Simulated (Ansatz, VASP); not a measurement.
One calculation of Ga2Te2O, two programs

INCAR

```
SYSTEM = Ga2Te2O
ALGO = Normal
EDIFF = 1E-6
ENCUT = 520
GGA = PE
ISIF = 2
ISMEAR = 0
LASPH = .True.
LCHARG = .False.
LREAL = .False.
LWAVE = .False.
NBANDS = 55
NELM = 60
PREC = Accurate
SIGMA = 0.1
```

The input KPOINTS:

```
k-points
0
Gamma
  6 6 1
  0 0 0
```

The input POSCAR:

```
Ga2Te2O
1.0
    4.1671462798      0.0000000000      0.0000000000
   -2.0835731399      3.6088545396      0.0000000000
    0.0000000000      0.0000000000     20.5639275630
Ga Te O
4 4 2
Direct
    0.6666666667      0.3333333333      0.8361883361
    0.6666666667      0.3333333333      0.6638116639
    0.3333333333      0.6666666667      0.3361883361
    0.3333333333      0.6666666667      0.1638116639
    0.3333333333      0.6666666667      0.6051744870
    0.3333333333      0.6666666667      0.8948255130
    0.6666666667      0.3333333333      0.1051744870
    0.6666666667      0.3333333333      0.3948255130
    0.6666666667      0.3333333333      0.7500000000
    0.3333333333      0.6666666667      0.2500000000
```

Input for Ansatz:

```yaml
crystal:
  lattice:
    - [4.1671462798, 0.0, 0.0]
    - [-2.0835731399, 3.6088545396, 0.0]
    - [0.0, 0.0, 20.563927563]
  atoms:
    - { symbol: Ga, position: [0.6666666667, 0.3333333333, 0.8361883361] }
    - { symbol: Ga, position: [0.6666666667, 0.3333333333, 0.6638116639] }
    - { symbol: Ga, position: [0.3333333333, 0.6666666667, 0.3361883361] }
    - { symbol: Ga, position: [0.3333333333, 0.6666666667, 0.1638116639] }
    - { symbol: Te, position: [0.3333333333, 0.6666666667, 0.605174487] }
    - { symbol: Te, position: [0.3333333333, 0.6666666667, 0.894825513] }
    - { symbol: Te, position: [0.6666666667, 0.3333333333, 0.105174487] }
    - { symbol: Te, position: [0.6666666667, 0.3333333333, 0.394825513] }
    - { symbol: O, position: [0.6666666667, 0.3333333333, 0.75] }
    - { symbol: O, position: [0.3333333333, 0.6666666667, 0.25] }
basis:
  ecutwfc: 420
kpoints:
  mp_grid: { grid: [6, 6, 1] }
hamiltonian:
  xc: pbe
scf:
  occupations: { method: gaussian, width: 0.1 }
  lower_state_search: "off"
output:
  forces: true
  stress: true
  eigenvalues: true
```

Alike in both runs: task single point; functional PBE; k mesh 6 × 6 × 1; occupations gaussian, width 0.1 eV; no spin polarisation.

|  | VASP | Ansatz |
| --- | --- | --- |
| version | VASP 6.6.1 | Ansatz 0.2.0 |
| potentials or method | VASP PAW PBE potentials, release 64 (Ga_d, Te, O), cutoff 520 eV | scalar-relativistic, plane waves, PAW |
| valence electrons in the cell | 88 | 128 |

```csv
,VASP,Ansatz,Ansatz less VASP
gap on the k mesh at the Fermi level (eV),1.36,1.39,+0.024
least direct gap on the mesh (eV),1.36,1.39,+0.024
pressure (GPa),0.1,0.0,-0.03
rms of the force components (eV/Å),0.008,0.002,-0.0064
```

Atom by atom the forces differ by 0.008 eV/Å (rms over components). VASP's potentials hold 88 valence electrons a cell and Ansatz's 128, so a difference there can come from the potentials and not from the codes.

Spin-orbit coupling is off throughout.
